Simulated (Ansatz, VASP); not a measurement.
## B2SbI3 in VASP and in Ansatz

```xyz
6
Lattice="4.2804 0.0000 0.0000 0.0000 4.2804 0.0000 0.0000 0.0000 10.3546" Properties=species:S:1:pos:R:3 pbc="T T T"
B     0.0000    2.1402    6.1856
B     2.1402    0.0000    4.1690
Sb    0.0000    0.0000    0.0000
I     0.0000    2.1402    3.8478
I     2.1402    0.0000    6.5069
I     2.1402    2.1402    0.0000
```

Change from the starting cell: species swapped into the Ti2CuSb3 type (P-4m2, No. 115).

Alike in both runs: functional PBE; k mesh 4 × 4 × 2; occupations gaussian, width 0.1 eV; no spin polarisation.

Ansatz relaxed the structure, and its values are those at the end. VASP's run is a single point on that final structure, the one shown.

```csv
,VASP,Ansatz
version,VASP 6.6.1,Ansatz 0.2.0
potentials or method,"VASP PAW PBE potentials, release 64 (B, Sb, I), cutoff 520 eV","scalar-relativistic, plane waves, PAW"
valence electrons in the cell,32,72
```

```tsv
	VASP	Ansatz	Ansatz less VASP
gap on the k mesh at the Fermi level (eV)	none	none	-
pressure (GPa)	0.0	0.0	+0.03
```

A gap of «none» marks a metal or a gap that the smearing closes. The functional is the same, so the differences come from potentials, cutoffs and numerics. VASP's potentials hold 32 valence electrons a cell and Ansatz's 72, so a difference there can come from the potentials and not from the codes.

The k mesh is coarse, so the values compare programs but aren't converged. Neither program's run includes spin-orbit coupling.
